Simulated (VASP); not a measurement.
# Hf (Fd-3m) in VASP: a series of runs

Hf is run at these levels: BLYP; tasks: single point, relaxation of cell and atoms.

Everything below comes from runs of VASP 6.6.1. Logs are shortened: lines on timing, memory, paths and dates and some standing lists are left out, and cuts for length are marked.

**1. The cell of the first run**

It takes space group Fd-3m (No. 227, cubic). Conventional cell: a = 6.947 Å, b = 6.947 Å, c = 6.947 Å, α = 90.00°, β = 90.00°, γ = 90.00°. Hf (site symmetry -43m) has 4 Hf at 3.01 Å within 4.0 Å.

**2. Single point, BLYP (volume scaled by 1.12)**

The input, INCAR:

```
PREC = Accurate ; ENCUT = 520
EDIFF = 1E-6 ; ISMEAR = -1
SIGMA = 0.1 ; LREAL = False
LASPH = True ; NELM = 100
ALGO = Normal ; ISIF = 2
LWAVE = False ; LCHARG = False
GGA = B5 ; ALDAX = 1.0
AGGAX = 1.0 ; AGGAC = 1.0
ALDAC = 0.0 ; NBANDS = 17
```

The input, KPOINTS:

```
regular mesh
0
Gamma
  9 9 9
```

The input, POSCAR:

```
Hf
1.0
    0.0000000000      3.4734166068      3.4734166068
    3.4734166068      0.0000000000      3.4734166068
    3.4734166068      3.4734166068      0.0000000000
Hf
2
Direct
    0.1250000000      0.1250000000      0.1250000000
    0.8750000000      0.8750000000      0.8750000000
```

Potentials or basis: VASP PAW PBE potentials, release 64 (Hf_pv).

Command:

```sh
$ cat potpaw_PBE.64/Hf_pv/POTCAR > POTCAR
$ mpirun -np 1 vasp_std > vasp.out
```

OUTCAR:

```text
PREC = Accurate
   ENCUT = 520
   EDIFF = 1E-6
   ISMEAR = -1
   LREAL = False
   LASPH = True
   NELM = 100
   ISIF = 2
   GGA = B5

 ion  position               nearest neighbor table
   1  0.125  0.125  0.125-   2 3.01   2 3.01   2 3.01   2 3.01
   2  0.875  0.875  0.875-   1 3.01   1 3.01   1 3.01   1 3.01

  LATTYP: Found a face centered cubic cell.
 ALAT       =     6.9468332136

  Lattice vectors:

 A1 = (   0.0000000000,   3.4734166068,   3.4734166068)
 A2 = (   3.4734166068,   0.0000000000,   3.4734166068)
 A3 = (   3.4734166068,   3.4734166068,   0.0000000000)

Analysis of symmetry for initial positions (statically):
=====================================================================
 Subroutine PRICEL returns:
 Original cell was already a primitive cell.

 Routine SETGRP: Setting up the symmetry group for a
 face centered cubic supercell.

 Subroutine GETGRP returns: Found 48 space group operations
 (whereof 12 operations were pure point group operations)
 out of a pool of 48 trial point group operations.

The static configuration has the point symmetry D_3d.
 The point group associated with its full space group is O_h .

Analysis of symmetry for dynamics (positions and initial velocities):
=====================================================================
 Subroutine PRICEL returns:
 Original cell was already a primitive cell.

 Routine SETGRP: Setting up the symmetry group for a
 face centered cubic supercell.

 Subroutine GETGRP returns: Found 48 space group operations
 (whereof 12 operations were pure point group operations)
 out of a pool of 48 trial point group operations.

The dynamic configuration has the point symmetry D_3d.
 The point group associated with its full space group is O_h .

 Subroutine INISYM returns: Found 48 space group operations
 (whereof 12 operations are pure point group operations),
 and found     1 'primitive' translations

----------------------------------------------------------------------------------------

                                     Primitive cell

  volume of cell :      83.8109

  direct lattice vectors                    reciprocal lattice vectors
     0.000000000  3.473416607  3.473416607    -0.143950484  0.143950484  0.143950484
     3.473416607  0.000000000  3.473416607     0.143950484 -0.143950484  0.143950484
     3.473416607  3.473416607  0.000000000     0.143950484  0.143950484 -0.143950484

  length of vectors
     4.912152873  4.912152873  4.912152873     0.249329551  0.249329551  0.249329551

  position of ions in fractional coordinates (direct lattice)
     0.125000000  0.125000000  0.125000000
     0.875000000  0.875000000  0.875000000

  ion indices of the primitive-cell ions
   primitive index   ion index
                 1           1
                 2           2

----------------------------------------------------------------------------------------

 KPOINTS: regular mesh

Automatic generation of k-mesh.
 Grid dimensions read from file:
 generate k-points for:    9    9    9

 Generating k-lattice:

  Cartesian coordinates                     Fractional coordinates (reciprocal lattice)
    -0.015994498  0.015994498  0.015994498     0.111111111  0.000000000  0.000000000
     0.015994498 -0.015994498  0.015994498     0.000000000  0.111111111  0.000000000
     0.015994498  0.015994498 -0.015994498     0.000000000  0.000000000  0.111111111

  Length of vectors
     0.027703283  0.027703283  0.027703283

  Shift w.r.t. Gamma in fractional coordinates (k-lattice)
     0.000000000  0.000000000  0.000000000

 Subroutine IBZKPT returns following result:
 ===========================================

 Found     35 irreducible k-points:

 Following reciprocal coordinates:
            Coordinates               Weight
  0.000000  0.000000  0.000000      1.000000
  0.111111  0.000000  0.000000      8.000000
  0.222222  0.000000  0.000000      8.000000
  0.333333  0.000000  0.000000      8.000000
  0.444444  0.000000  0.000000      8.000000
  0.111111  0.111111  0.000000      6.000000
[... 16 lines left out ...]
 -0.333333  0.333333  0.000000     12.000000
  0.444444  0.444444  0.000000      6.000000
 [... further k-points ...]
   k-points           NKPTS =     35   k-points in BZ     NKDIM =     35   number of bands    NBANDS=     17
   number of dos      NEDOS =    301   number of ions     NIONS =      2
   total plane-waves  NPLWV =  64000
   dimension x,y,z NGX =    40 NGY =   40 NGZ =   40
   dimension x,y,z NGXF=    80 NGYF=   80 NGZF=   80
   ions per type =               2
   NGX,Y,Z   is equivalent  to a cutoff of  13.54, 13.54, 13.54 a.u.
   NGXF,Y,Z  is equivalent  to a cutoff of  27.08, 27.08, 27.08 a.u.
 SYSTEM =  unknown system
   PREC   = accura    normal or accurate (medium, high low for compatibility)
   ISTART =      0    job   : 0-new  1-cont  2-samecut
   ICHARG =      2    charge: 1-file 2-atom 10-const
   ISPIN  =      1    spin polarized calculation?
   LNONCOLLINEAR =      F non collinear calculations
   LSORBIT =      F    spin-orbit coupling
   LASPH  =      T    aspherical Exc in radial PAW
   ENCUT  =  520.0 eV  38.22 Ry    6.18 a.u.   9.13  9.13  9.13*2*pi/ulx,y,z
   NELM   =    100;   NELMIN=  2; NELMDL= -5     # of ELM steps
   EDIFF  = 0.1E-05   stopping-criterion for ELM
   LREAL  =      F    real-space projection
   EDIFFG = 0.1E-04   stopping-criterion for IOM
   NSW    =      0    number of steps for IOM
   IBRION =     -1    ionic relax: 0-MD 1-quasi-New 2-CG
   NFREE  =      0    steps in history (QN), initial steepest desc. (CG)
   ISIF   =      2    stress and relaxation
   ISYM   =      2    0-nonsym 1-usesym 2-fastsym
   POTIM  = 0.5000    time-step for ionic-motion
   TEBEG  =    0.0;   TEEND  =   0.0 temperature during run
   PSTRESS=    0.0 pullay stress
   NELECT =      20.0000    total number of electrons
   NUPDOWN=      -1.0000    fix difference up-down
   EMIN   =  10.00;   EMAX   =-10.00  energy-range for DOS
   EFERMI =   0.00;   METHOD = LEGACY
   ISMEAR =    -1;   SIGMA  =   0.10  broadening in eV -4-tet -1-fermi 0-gaus
   EFERMI_NEDOS =   21; number of points for ismear=-14 and -15
   IALGO  =     38    algorithm
   IMIX   =      4    mixing-type and parameters
     AMIX     =   0.40;   BMIX     =  1.00
     AMIX_MAG =   1.60;   BMIX_MAG =  1.00
  volume/ion in A,a.u.               =      41.91       282.79
  Fermi-wavevector in a.u.,A,eV,Ry     =   1.015433  1.918890 14.029025  1.031104
  Thomas-Fermi vector in A             =   2.148719
   LORBIT       =      0    0 simple, 1 ext, 2 COOP (PROOUT), +10 PAW based schemes
   GGA     = B5    functional components
   LHFCALC =     F    Hartree Fock is set to
   AEXX    =    0.0000 exact exchange contribution
   IVDW    =     0    specifies the selected vdW correction
   LEPSILON=     F    determine dielectric tensor
   LRPA    =     F    only Hartree local field effects (RPA)
 non-spin polarized calculation
  energy-cutoff  :      520.00
  volume of cell :       83.81
 maximum number of plane-waves:      2285
 NGX is ok and might be reduce to    40
   NGX = 19   NGY = 19   NGZ = 19

 number of electron      20.0000002 magnetization

 Free energy of the ion-electron system (eV)
  ---------------------------------------------------
  ext. energy  EPLUGINS =         0.00000000
  ---------------------------------------------------
  free energy    TOTEN  =       -12.82842203 eV

  energy without entropy =      -12.64043693  energy(sigma->0) =      -12.73442948

 E-fermi :   1.3346     XC(G=0):  -7.7445

 val. band max:        1.3202442074   @ k =   0.3333   0.1111   0.0000
 cond. band min:       1.3371791402   @ k =  -0.2222   0.2222   0.0000
 fundamental gap:      0.0169349329
 Fermi energy:         1.3345558585

 k-point     1 :       0.0000    0.0000    0.0000
  band No.  band energies     occupation
      1     -29.6445      2.00000
      2     -29.6445      2.00000
      3     -29.6445      2.00000
      4     -29.2929      2.00000
      5     -29.2929      2.00000
      6     -29.2929      2.00000
[... 9 lines left out ...]
     16       5.8700      0.00000
     17       5.8700      0.00000

 k-point     2 :       0.1111    0.0000    0.0000
  band No.  band energies     occupation
      1     -29.6490      2.00000
      2     -29.6490      2.00000
      3     -29.6430      2.00000
      4     -29.2952      2.00000
      5     -29.2883      2.00000
      6     -29.2883      2.00000
[... 9 lines left out ...]
     16       5.8375      0.00000
     17       5.8375      0.00000

 k-point     3 :       0.2222    0.0000    0.0000
  band No.  band energies     occupation
      1     -29.6598      2.00000
      2     -29.6598      2.00000
      3     -29.6390      2.00000
      4     -29.3010      2.00000
      5     -29.2772      2.00000
      6     -29.2772      2.00000
[... 9 lines left out ...]
     16       5.7184      0.00000
     17       5.7184      0.00000

 k-point     4 :       0.3333    0.0000    0.0000
  band No.  band energies     occupation
      1     -29.6714      2.00000
      2     -29.6714      2.00000
      3     -29.6345      2.00000
      4     -29.3076      2.00000
      5     -29.2653      2.00000
      6     -29.2653      2.00000
[... 9 lines left out ...]
     16       5.4689      0.00000
     17       5.4692      0.00000

 k-point     5 :       0.4444    0.0000    0.0000
  band No.  band energies     occupation
      1     -29.6787      2.00000
      2     -29.6787      2.00000
      3     -29.6316      2.00000
      4     -29.3119      2.00000
      5     -29.2579      2.00000
      6     -29.2579      2.00000
[... 9 lines left out ...]
     16       5.1544      0.00000
     17       5.1753      0.00000

 k-point     6 :       0.1111    0.1111    0.0000
  band No.  band energies     occupation
      1     -29.6542      2.00000
      2     -29.6542      2.00000
      3     -29.6344      2.00000
      4     -29.3041      2.00000
      5     -29.2830      2.00000
      6     -29.2830      2.00000
[... 9 lines left out ...]
     16       5.6727      0.00000
     17       5.9561      0.00000

 k-point     7 :       0.2222    0.1111    0.0000
  band No.  band energies     occupation
      1     -29.6653      2.00000
      2     -29.6650      2.00000
      3     -29.6248      2.00000
      4     -29.3150      2.00000
      5     -29.2722      2.00000
      6     -29.2717      2.00000
[... 9 lines left out ...]
     16       5.4520      0.00000
     17       5.9614      0.00000

 k-point     8 :       0.3333    0.1111    0.0000
  band No.  band energies     occupation
      1     -29.6785      2.00000
      2     -29.6767      2.00000
      3     -29.6155      2.00000
      4     -29.3258      2.00000
      5     -29.2599      2.00000
      6     -29.2589      2.00000
[... 9 lines left out ...]
     16       5.1721      0.00000
     17       5.8144      0.00000
[... 203 lines left out ...]
      1     -29.6997      2.00000
      2     -29.6735      2.00000
      3     -29.5995      2.00000
      4     -29.3423      2.00000
      5     -29.2631      2.00000
      6     -29.2380      2.00000
[... 9 lines left out ...]
     16       4.6953      0.00000
     17       6.2105      0.00000

 k-point    20 :       0.3333    0.3333    0.0000
  band No.  band energies     occupation
      1     -29.6994      2.00000
      2     -29.6994      2.00000
      3     -29.5598      2.00000
      4     -29.3845      2.00000
      5     -29.2368      2.00000
      6     -29.2368      2.00000
[... 9 lines left out ...]
     16       4.3898      0.00000
     17       6.0048      0.00000

 k-point    21 :       0.4444    0.3333    0.0000
  band No.  band energies     occupation
      1     -29.7097      2.00000
      2     -29.7060      2.00000
      3     -29.5342      2.00000
      4     -29.4108      2.00000
      5     -29.2300      2.00000
      6     -29.2267      2.00000
[... 9 lines left out ...]
     16       4.3014      0.00000
     17       5.7690      0.00000

 k-point    22 :      -0.4444    0.3333    0.0000
  band No.  band energies     occupation
      1     -29.7187      2.00000
      2     -29.7052      2.00000
      3     -29.5191      2.00000
      4     -29.4256      2.00000
      5     -29.2308      2.00000
      6     -29.2185      2.00000
[... 9 lines left out ...]
     16       5.0680      0.00000
     17       5.0899      0.00000

 k-point    23 :      -0.3333    0.3333    0.0000
  band No.  band energies     occupation
      1     -29.7206      2.00000
      2     -29.6973      2.00000
      3     -29.5381      2.00000
      4     -29.4056      2.00000
      5     -29.2389      2.00000
      6     -29.2173      2.00000
[... 9 lines left out ...]
     16       4.4594      0.00000
     17       5.6483      0.00000

 k-point    24 :       0.4444    0.4444    0.0000
  band No.  band energies     occupation
      1     -29.7131      2.00000
      2     -29.7131      2.00000
      3     -29.5036      2.00000
      4     -29.4427      2.00000
      5     -29.2227      2.00000
      6     -29.2227      2.00000
[... 9 lines left out ...]
     16       4.1380      0.00000
     17       5.5924      0.00000

 [... further k-points ...]
[... 5 lines left out ...]
  --------------------------------------------------------------------------------------
  -------------------------------------------------------------------------------------
  Total       -1.4717954     -1.4717954     -1.4717954     -0.0000000      0.0000000     -0.0000000
  in kB      -28.1356798    -28.1356798    -28.1356798     -0.0000000      0.0000000     -0.0000000
  external PRESSURE =     -28.1356798 kB  Pullay stress =       0.0000000 kB

 VOLUME and BASIS-vectors are now :
 -----------------------------------------------------------------------------
  energy-cutoff  :      520.00
  volume of cell :       83.81
      direct lattice vectors                 reciprocal lattice vectors
     0.000000000  3.473416607  3.473416607    -0.143950484  0.143950484  0.143950484
     3.473416607  0.000000000  3.473416607     0.143950484 -0.143950484  0.143950484
     3.473416607  3.473416607  0.000000000     0.143950484  0.143950484 -0.143950484

 POSITION                                       TOTAL-FORCE (eV/Angst)
 -----------------------------------------------------------------------------------
      0.86835      0.86835      0.86835        -0.000000      0.000000     -0.000000
      6.07848      6.07848      6.07848         0.000000     -0.000000      0.000000
 -----------------------------------------------------------------------------------
    total drift:                               -0.000000     -0.000000     -0.000000

  FREE ENERGIE OF THE ION-ELECTRON SYSTEM (eV)
  ---------------------------------------------------
  free  energy   TOTEN  =       -12.8284220330 eV

  energy  without entropy=      -12.6404369268  energy(sigma->0) =      -12.73442948
```

Wall time 58 s (1 thread of Intel Xeon Platinum 8259CL at 2.50GHz (Skylake/Cascade Lake), shared host); peak memory 0.24 GiB.

What came out:

```yaml
Free_energy: -12.8284 eV
Pressure: -2.8 GPa
Band_gap_on_the_k_mesh: zero (band 10 reaches 1.52 eV, above the bottom of band 11 at 1.11 eV)
```

Caveat: the cell differs from its parent crystal (volume scaled by 1.12); the PAW data sets were made with another functional, which shifts forces and pressure a little; spin-orbit coupling is left out, which moves the levels of the heavy elements.

**3. Relaxation of cell and atoms, BLYP**

This run uses another cell than the first one, of 30.21 Å³/atom, 0.721 times its volume.

The input, INCAR:

```
PREC = Accurate ; ENCUT = 600
EDIFF = 1E-7 ; ISMEAR = -1
SIGMA = 0.1 ; LREAL = F
LASPH = T ; NELM = 80
ALGO = Normal ; ISIF = 3
LWAVE = F ; LCHARG = F
GGA = B5 ; ALDAX = 1.0
AGGAX = 1.0 ; AGGAC = 1.0
ALDAC = 0.0 ; IBRION = 2
NSW = 80 ; EDIFFG = -0.01
```

KPOINTS is that of step 2.

The input, POSCAR:

```
Hf
1.0
    0.0000000000      3.1145822620      3.1145822620
    3.1145822620      0.0000000000      3.1145822620
    3.1145822620      3.1145822620      0.0000000000
Hf
2
Direct
    0.1250000000      0.1250000000      0.1250000000
    0.8750000000      0.8750000000      0.8750000000
```

Potentials or basis: VASP PAW PBE potentials, release 64 (Hf_pv).

Command:

```sh
$ cat potpaw_PBE.64/Hf_pv/POTCAR > POTCAR
$ mpirun -np 1 vasp_std > vasp.out
```

Run time: 2.1 min. Hardware: 1 thread of Intel Xeon Platinum 8259CL at 2.50GHz (Skylake/Cascade Lake), shared host; peak memory 0.22 GiB.

Results (log left out):

* Free energy: -12.9123 eV
* Relaxed volume: 37.35 Å³/atom
* Relaxed cell: a = 4.727 Å, b = 4.727 Å, c = 4.727 Å, α = 60.00°, β = 60.00°, γ = 60.00°
* Space group after relaxing (to 0.05 Å): Fd-3m (No. 227)
* Energy gained by relaxing: 140.5 meV/atom
* Ionic steps: 4
* Pressure after relaxing: 0.0 GPa
* Band gap on the k mesh: zero (band 10 reaches 2.07 eV, above the bottom of band 11 at 1.52 eV)

Step by step:
```tsv
step	energy change (eV)	largest force (eV/Å)	pressure (GPa)	volume (Å³)
1	0.0000	0.0000	7.09	60.43
2	-0.2770	0.0000	0.69	72.88
3	-0.2808	0.0000	-0.14	75.07
4	-0.2810	0.0000	0.00	74.69
```

Final structure:
```
Hf
1.0
     0.00000    3.34262    3.34262
     3.34262    0.00000    3.34262
     3.34262    3.34262    0.00000
Hf
2
Direct
  0.12500 0.12500 0.12500
  0.87500 0.87500 0.87500
```

Levels at points of the mesh, in eV from the Fermi level:
```csv
k point,band 8,band 9,band 10,band 11,band 12,band 13
"(0.00, 0.00, 0.00)",-0.25,-0.25,0.13,0.13,0.13,1.92
```

Caveat: the volume moved by over 15 % at a fixed basis, so the end points are rough; the PAW data sets were made with another functional, which shifts forces and pressure a little; spin-orbit coupling is left out, which moves the levels of the heavy elements.

(Part 1 of 2 ends here.)
